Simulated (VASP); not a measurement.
# As (P6_3/mmc) in VASP: relaxation of cell and atoms with LDA

Aim: the relaxation of cell and atoms of As with LDA.

Everything below comes from runs of VASP 6.6.1. Logs are shortened: lines on timing, memory, paths and dates and some standing lists are left out, and cuts for length are marked.

### Step 1. The cell of the first run

The structure is hexagonal, space group P6_3/mmc (No. 194). The conventional cell has a = 2.958 Å, b = 2.958 Å, c = 9.661 Å, α = 90.00°, β = 90.00°, γ = 120.00°. As (site symmetry -3m) has 12 As at 2.96 Å within 3.9 Å. Within 3.9 Å of As (site symmetry -6m2) lie 12 As at 2.96 Å.

This isn't the form of As at room conditions, which is rhombohedral.

### Step 2. Relaxation of cell and atoms, LDA

Input file INCAR:

```
SYSTEM = As
ALGO = Normal
EDIFF = 1E-6
EDIFFG = -0.01
ENCUT = 600
GGA = CA
IBRION = 2
ISIF = 3
ISMEAR = -1
LASPH = .TRUE.
LCHARG = .FALSE.
LREAL = .FALSE.
LWAVE = .FALSE.
NELM = 100
NSW = 80
PREC = Accurate
SIGMA = 0.1
```

Input file KPOINTS:

```
k-points
0
G
  12 12 4
  0 0 0
```

Input file POSCAR:

```
As
1.0
    2.9579811701      0.0000000000      0.0000000000
   -1.4789905850      2.5616868372      0.0000000000
    0.0000000000      0.0000000000      9.6607665014
As
4
Direct
    0.0000000000      0.0000000000      0.0000000000
    0.0000000000      0.0000000000      0.5000000000
    0.3333333333      0.6666666667      0.2500000000
    0.6666666667      0.3333333333      0.7500000000
```

Potentials or basis: VASP PAW LDA potentials, release 64 (As).

Launch:

```console
$ cat potpaw_LDA.64/As/POTCAR > POTCAR
$ mpirun -np 1 vasp_std > vasp.out
```

OUTCAR:

```text
SYSTEM = As
   EDIFF = 1E-6
   EDIFFG = -0.01
   ENCUT = 600
   GGA = CA
   IBRION = 2
   ISIF = 3
   ISMEAR = -1
   LASPH = .TRUE.
   LREAL = .FALSE.
   NELM = 100
   NSW = 80
   PREC = Accurate

 ion  position               nearest neighbor table
   1  0.000  0.000  0.000-
   2  0.000  0.000  0.500-
   3  0.333  0.667  0.250-
   4  0.667  0.333  0.750-

  LATTYP: Found a hexagonal cell.
 ALAT       =     2.9579811701
 C/A-ratio  =     3.2660000000

  Lattice vectors:

 A1 = (   2.9579811701,   0.0000000000,   0.0000000000)
 A2 = (  -1.4789905850,   2.5616868372,   0.0000000000)
 A3 = (   0.0000000000,   0.0000000000,   9.6607665014)

Analysis of symmetry for initial positions (statically):
=====================================================================
 Subroutine PRICEL returns:
 Original cell was already a primitive cell.

 Routine SETGRP: Setting up the symmetry group for a
 hexagonal supercell.

 Subroutine GETGRP returns: Found 24 space group operations
 (whereof 12 operations were pure point group operations)
 out of a pool of 24 trial point group operations.

The static configuration has the point symmetry D_3d.
 The point group associated with its full space group is D_6h.

Analysis of symmetry for dynamics (positions and initial velocities):
=====================================================================
 Subroutine PRICEL returns:
 Original cell was already a primitive cell.

 Routine SETGRP: Setting up the symmetry group for a
 hexagonal supercell.

 Subroutine GETGRP returns: Found 24 space group operations
 (whereof 12 operations were pure point group operations)
 out of a pool of 24 trial point group operations.

The dynamic configuration has the point symmetry D_3d.
 The point group associated with its full space group is D_6h.

 Subroutine INISYM returns: Found 24 space group operations
 (whereof 12 operations are pure point group operations),
 and found     1 'primitive' translations

----------------------------------------------------------------------------------------

                                     Primitive cell

  volume of cell :      73.2037

  direct lattice vectors                    reciprocal lattice vectors
     2.957981170  0.000000000  0.000000000     0.338068413  0.195183889  0.000000000
    -1.478990585  2.561686837  0.000000000     0.000000000  0.390367779  0.000000000
     0.000000000  0.000000000  9.660766501     0.000000000  0.000000000  0.103511455

  length of vectors
     2.957981170  2.957981170  9.660766501     0.390367779  0.390367779  0.103511455

  position of ions in fractional coordinates (direct lattice)
     0.000000000  0.000000000  0.000000000
     0.000000000  0.000000000  0.500000000
     0.333333333  0.666666667  0.250000000
     0.666666667  0.333333333  0.750000000

  ion indices of the primitive-cell ions
   primitive index   ion index
                 1           1
                 2           2
                 3           3
                 4           4

----------------------------------------------------------------------------------------

 KPOINTS: k-points

Automatic generation of k-mesh.
 Grid dimensions read from file:
 generate k-points for:   12   12    4

 Generating k-lattice:

  Cartesian coordinates                     Fractional coordinates (reciprocal lattice)
     0.028172368  0.016265324  0.000000000     0.083333333  0.000000000  0.000000000
     0.000000000  0.032530648  0.000000000     0.000000000  0.083333333  0.000000000
     0.000000000  0.000000000  0.025877864     0.000000000  0.000000000  0.250000000

  Length of vectors
     0.032530648  0.032530648  0.025877864

  Shift w.r.t. Gamma in fractional coordinates (k-lattice)
     0.000000000  0.000000000  0.000000000

 Subroutine IBZKPT returns following result:
 ===========================================

 Found     57 irreducible k-points:

 Following reciprocal coordinates:
            Coordinates               Weight
  0.000000  0.000000  0.000000      1.000000
  0.083333  0.000000  0.000000      6.000000
  0.166667  0.000000  0.000000      6.000000
  0.250000  0.000000  0.000000      6.000000
  0.333333  0.000000  0.000000      6.000000
  0.416667 -0.000000  0.000000      6.000000
[... 16 lines left out ...]
  0.250000  0.000000  0.250000     12.000000
  0.333333  0.000000  0.250000     12.000000
 [... further k-points ...]
   k-points           NKPTS =     57   k-points in BZ     NKDIM =     57   number of bands    NBANDS=     14
   number of dos      NEDOS =    301   number of ions     NIONS =      4
   total plane-waves  NPLWV =  46080
   dimension x,y,z NGX =    24 NGY =   24 NGZ =   80
   dimension x,y,z NGXF=    48 NGYF=   48 NGZF=  160
   ions per type =               4
   NGX,Y,Z   is equivalent  to a cutoff of  13.49, 13.49, 13.77 a.u.
   NGXF,Y,Z  is equivalent  to a cutoff of  26.98, 26.98, 27.53 a.u.
 SYSTEM =  As
   PREC   = accura    normal or accurate (medium, high low for compatibility)
   ISTART =      0    job   : 0-new  1-cont  2-samecut
   ICHARG =      2    charge: 1-file 2-atom 10-const
   ISPIN  =      1    spin polarized calculation?
   LNONCOLLINEAR =      F non collinear calculations
   LSORBIT =      F    spin-orbit coupling
   LASPH  =      T    aspherical Exc in radial PAW
   ENCUT  =  600.0 eV  44.10 Ry    6.64 a.u.   5.91  5.91 19.29*2*pi/ulx,y,z
   NELM   =    100;   NELMIN=  2; NELMDL= -5     # of ELM steps
   EDIFF  = 0.1E-05   stopping-criterion for ELM
   LREAL  =      F    real-space projection
   EDIFFG = -.1E-01   stopping-criterion for IOM
   NSW    =     80    number of steps for IOM
   IBRION =      2    ionic relax: 0-MD 1-quasi-New 2-CG
   NFREE  =      1    steps in history (QN), initial steepest desc. (CG)
   ISIF   =      3    stress and relaxation
   ISYM   =      2    0-nonsym 1-usesym 2-fastsym
   POTIM  = 0.5000    time-step for ionic-motion
   TEBEG  =    0.0;   TEEND  =   0.0 temperature during run
   PSTRESS=    0.0 pullay stress
   NELECT =      20.0000    total number of electrons
   NUPDOWN=      -1.0000    fix difference up-down
   EMIN   =  10.00;   EMAX   =-10.00  energy-range for DOS
   EFERMI =   0.00;   METHOD = LEGACY
   ISMEAR =    -1;   SIGMA  =   0.10  broadening in eV -4-tet -1-fermi 0-gaus
   EFERMI_NEDOS =   21; number of points for ismear=-14 and -15
   IALGO  =     38    algorithm
   IMIX   =      4    mixing-type and parameters
     AMIX     =   0.40;   BMIX     =  1.00
     AMIX_MAG =   1.60;   BMIX_MAG =  1.00
  volume/ion in A,a.u.               =      18.30       123.50
  Fermi-wavevector in a.u.,A,eV,Ry     =   1.062284  2.007425 15.353447  1.128447
  Thomas-Fermi vector in A             =   2.197729
   LORBIT       =      0    0 simple, 1 ext, 2 COOP (PROOUT), +10 PAW based schemes
   GGA     = CA    functional components
   LHFCALC =     F    Hartree Fock is set to
   AEXX    =    0.0000 exact exchange contribution
   IVDW    =     0    specifies the selected vdW correction
   LEPSILON=     F    determine dielectric tensor
   LRPA    =     F    only Hartree local field effects (RPA)
 conjugate gradient relaxation of ions
 non-spin polarized calculation
  energy-cutoff  :      600.00
  volume of cell :       73.20
 maximum number of plane-waves:      2468
 NGX is ok and might be reduce to    24
   NGX = 11   NGY = 11   NGZ = 39

--------------------------------------- Ionic step        1  -------------------------------------------

 number of electron      20.0000003 magnetization

 Free energy of the ion-electron system (eV)
  ---------------------------------------------------
  ext. energy  EPLUGINS =         0.00000000
  ---------------------------------------------------
  free energy    TOTEN  =       -19.74880321 eV

  energy without entropy =      -19.68752655  energy(sigma->0) =      -19.71816488

------------------------ aborting loop because EDIFF is reached ----------------------------------------

  FORCE on cell =-STRESS in cart. coord.  units (eV):
  Direction    XX          YY          ZZ          XY          YZ          ZX
  --------------------------------------------------------------------------------------
  -------------------------------------------------------------------------------------
  Total       -0.6423453     -0.6423453      0.2697743     -0.0000000      0.0000000      0.0000000
  in kB      -14.0587309    -14.0587309      5.9044320     -0.0000000      0.0000000      0.0000000
  external PRESSURE =      -7.4043432 kB  Pullay stress =       0.0000000 kB
[... 213 lines left out ...]
  energy  without entropy=      -19.7033453668  energy(sigma->0) =      -19.73199855

--------------------------------------- Ionic step        7  -------------------------------------------

 number of electron      19.9999996 magnetization

 Free energy of the ion-electron system (eV)
  ---------------------------------------------------
  ext. energy  EPLUGINS =         0.00000000
  ---------------------------------------------------
  free energy    TOTEN  =       -19.76070225 eV

  energy without entropy =      -19.70348648  energy(sigma->0) =      -19.73209436

 E-fermi :   7.1152     XC(G=0): -11.0899

 val. band max:        7.0855269433   @ k =   0.4167   0.0833   0.2500
 cond. band min:       7.1370105259   @ k =   0.1667   0.0833   0.2500
 fundamental gap:      0.0514835826
 Fermi energy:         7.1151752094

 k-point     1 :       0.0000    0.0000    0.0000
  band No.  band energies     occupation
      1      -8.4596      2.00000
      2      -7.0360      2.00000
      3      -7.0259      2.00000
      4      -4.1292      2.00000
      5      -0.0230      2.00000
      6       5.7012      2.00000
      7       5.7066      2.00000
      8      11.7015      0.00000
      9      11.7015      0.00000
     10      12.3912      0.00000
     11      12.3912      0.00000
     12      12.4680      0.00000
     13      12.4680      0.00000
     14      12.6990      0.00000
[... 375 lines left out ...]
 k-point    24 :       0.3333    0.0000    0.2500
  band No.  band energies     occupation
      1      -5.9491      2.00000
      2      -5.2610      2.00000
      3      -3.9659      2.00000
      4      -2.4794      2.00000
      5       2.3748      2.00000
      6       3.0689      2.00000
      7       3.2185      2.00000
      8       4.5053      2.00000
      9       5.5476      2.00000
     10       6.5322      1.99414
     11       8.6245      0.00000
     12       9.1162      0.00000
     13       9.2785      0.00000
     14      10.4494      0.00000

 [... further k-points ...]

------------------------ aborting loop because EDIFF is reached ----------------------------------------

  FORCE on cell =-STRESS in cart. coord.  units (eV):
  Direction    XX          YY          ZZ          XY          YZ          ZX
  --------------------------------------------------------------------------------------
  -------------------------------------------------------------------------------------
  Total        0.0001068      0.0001068      0.0041469      0.0000000     -0.0000000      0.0000000
  in kB        0.0023526      0.0023526      0.0913816      0.0000000     -0.0000000      0.0000000
  external PRESSURE =       0.0320289 kB  Pullay stress =       0.0000000 kB
[... 19 lines left out ...]
  FREE ENERGIE OF THE ION-ELECTRON SYSTEM (eV)
  ---------------------------------------------------
  free  energy   TOTEN  =       -19.7607022502 eV

  energy  without entropy=      -19.7034864754  energy(sigma->0) =      -19.73209436

 reached required accuracy - stopping structural energy minimisation
```

Run time: 4.7 min. Hardware: 1 thread of AMD EPYC 7R13, shared host; peak memory 0.18 GiB.

What came out:

- Free energy: -19.7607 eV
- Relaxed volume: 18.18 Å³/atom
- Relaxed cell: a = 2.921 Å, b = 2.921 Å, c = 9.843 Å, α = 90.00°, β = 90.00°, γ = 120.00°
- Space group after relaxing (to 0.1 Å): P6_3/mmc (No. 194)
- Energy gained by relaxing: 3.0 meV/atom
- Ionic steps: 7
- Pressure after relaxing: 0.0 GPa

Step by step:
| step | energy change (eV) | largest force (eV/Å) | pressure (GPa) | volume (Å³) |
| --- | --- | --- | --- | --- |
| 1 | 0.0000 | 0.0000 | -0.74 | 73.20 |
| 2 | -0.0066 | 0.0000 | 0.46 | 72.31 |
| 3 | -0.0069 | 0.0000 | 0.76 | 72.10 |
| 4 | -0.0114 | 0.0000 | 0.36 | 72.42 |
| 5 | -0.0118 | 0.0000 | 0.23 | 72.54 |
| 6 | -0.0118 | 0.0000 | -0.13 | 72.81 |
| 7 | -0.0119 | 0.0000 | 0.00 | 72.71 |

Final structure:
```
As
1.0
     2.92057    0.00000    0.00000
    -1.46028    2.52929    0.00000
     0.00000    0.00000    9.84259
As
4
Direct
  0.00000 0.00000 0.00000
  0.00000 0.00000 0.50000
  0.33333 0.66667 0.25000
  0.66667 0.33333 0.75000
```

Caveat: the highest band is partly filled, so the run has too few bands.
